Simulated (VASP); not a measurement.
## TiSi2: single point with LDA

Crystal: TiSi2.

```
Ti Si
1.0
    -1.47287    1.71213    4.21208
     1.47287   -1.71213    4.21208
     1.47287    1.71213   -4.21208
Ti Si
1 2
Direct
  0.00000 0.00000 0.00000
  0.32992 0.32992 0.00000
  0.67008 0.67008 0.00000
```

```yaml
Program: VASP 6.6.1
Task: single point
Functional: LDA
Potentials_or_basis: VASP PAW LDA potentials, release 64 (Ti_sv, Si)
Cutoff: 520 eV
k_mesh: 5 × 5 × 5
Occupations: fermi-dirac, width 0.15 eV
Spin: no spin polarisation
```

```yaml
Pressure: -6.1 GPa
Largest_force: 0.016 eV/Å
Band_gap_on_the_k_mesh: zero (band 10 reaches 11.18 eV, above the bottom of band 11 at 9.18 eV)
```

Forces in eV/Å, atoms in the order of the input:
```
Ti   0.000  0.000  0.000
Si   0.000  0.000  0.016
Si   0.000  0.000 -0.016
```

Stress tensor (GPa, compression positive):
```
-3.12  0.00  0.00
 0.00 -7.50  0.00
 0.00  0.00 -7.73
```

Levels at points of the mesh, in eV from the Fermi level:
| k point | band 6 | band 7 | band 8 | band 9 | band 10 | band 11 | band 12 | band 13 | band 14 | band 15 |
| --- | --- | --- | --- | --- | --- | --- | --- | --- | --- | --- |
| (0.00, 0.00, 0.00) | -4.68 | -4.09 | -2.11 | -0.62 | 0.75 | 2.10 | 2.37 | 3.18 | 3.75 | 4.07 |

It took 85 s on 1 thread of AMD EPYC 7R13 (shared host), peak memory 0.14 GiB.

Caveat: the k points lie up to 0.56 Å⁻¹ apart.
